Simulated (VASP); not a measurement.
**Nb: single point with LDA**

Nb:

```
Nb
1.0
     0.00000    2.15089    2.15089
     2.15089    0.00000    2.15089
     2.15089    2.15089    0.00000
Nb
1
Direct
  0.00000 0.00000 0.00000
```

This cell differs from its parent crystal: volume scaled by 1.12.

| Property | Result |
| --- | --- |
| Program | VASP 6.6.1 |
| Task | single point |
| Functional | LDA |
| Potentials or basis | VASP PAW LDA potentials, release 64 (Nb_sv) |
| Cutoff | 520 eV |
| k mesh | 15 × 15 × 15 |
| Occupations | fermi-dirac, width 0.1 eV |
| Spin | no spin polarisation |

* Pressure: -17.1 GPa

Levels at points of the mesh, in eV from the Fermi level:
| k point | band 2 | band 3 | band 4 | band 5 | band 6 | band 7 | band 8 | band 9 | band 10 | band 11 |
| --- | --- | --- | --- | --- | --- | --- | --- | --- | --- | --- |
| (0.00, 0.00, 0.00) | -30.20 | -30.20 | -30.20 | -6.06 | 0.11 | 0.11 | 0.11 | 2.48 | 2.48 | 11.80 |

It took 15 s on 1 thread of Intel Xeon 6975P-C, with other jobs on the host, peak memory 0.14 GiB.
